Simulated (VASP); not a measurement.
C:

```
C
1.0
     3.77912    0.00000    0.00000
     0.00000    3.77912    0.00000
     0.00000    0.00000    1.56585
C
4
Direct
  0.20704 0.50000 0.00000
  0.79296 0.50000 0.00000
  0.50000 0.20704 0.00000
  0.50000 0.79296 0.00000
```

* Program: VASP 6.6.1
* Task: relaxation of cell and atoms
* Functional: PBE
* Potentials or basis: VASP PAW PBE potentials, release 64 (C)
* Cutoff: 600 eV
* k mesh: 4 × 4 × 10
* Occupations: gaussian, width 0.1 eV
* Spin: no spin polarisation

At the start: pressure 116.2 GPa; volume 5.59 Å³/atom.

Problem. How do energy, volume and symmetry change on relaxing?

Solution. Over 17 steps the energy falls by 2177.0 meV/atom and the volume is 7.66 Å³/atom (+36.9 %); space group P4/mmm (No. 123, to 0.05 Å).

The path:
```csv
step,energy change (eV),largest force (eV/Å),pressure (GPa),volume (Å³)
1,0.0000,0.8663,116.17,22.36
2,-3.5171,1.5848,-60.88,37.02
3,-3.9408,1.0857,-32.59,30.54
4,-3.9583,1.2530,-49.69,33.56
5,-7.8755,4.7028,43.65,29.15
6,-8.6527,1.7296,2.30,30.38
7,-8.6519,1.3283,-2.05,30.53
8,-8.1251,6.5076,13.16,30.07
9,-8.6993,0.1011,-0.31,30.42
10,-8.7004,0.0975,-0.08,30.41
11,-8.7005,0.1552,-0.01,30.41
12,-8.7014,0.1544,4.28,30.36
13,-8.7060,0.1482,2.20,30.38
14,-8.7045,0.4929,-0.40,30.70
15,-8.7076,0.1087,1.07,30.51
16,-8.7073,0.1273,-1.52,30.76
17,-8.7082,0.0021,-0.09,30.62
```

Final structure:
```
C
1.0
     3.44423    0.00000    0.00000
     0.00000    3.44423    0.00000
     0.00000    0.00000    2.58130
C
4
Direct
  0.20103 0.50000 0.00000
  0.79897 0.50000 0.00000
  0.50000 0.20103 0.00000
  0.50000 0.79897 0.00000
```

Caveat: the k points lie up to 0.46 Å⁻¹ apart in the final cell; the volume moved by over 15 % at a fixed basis, so the end points are rough.
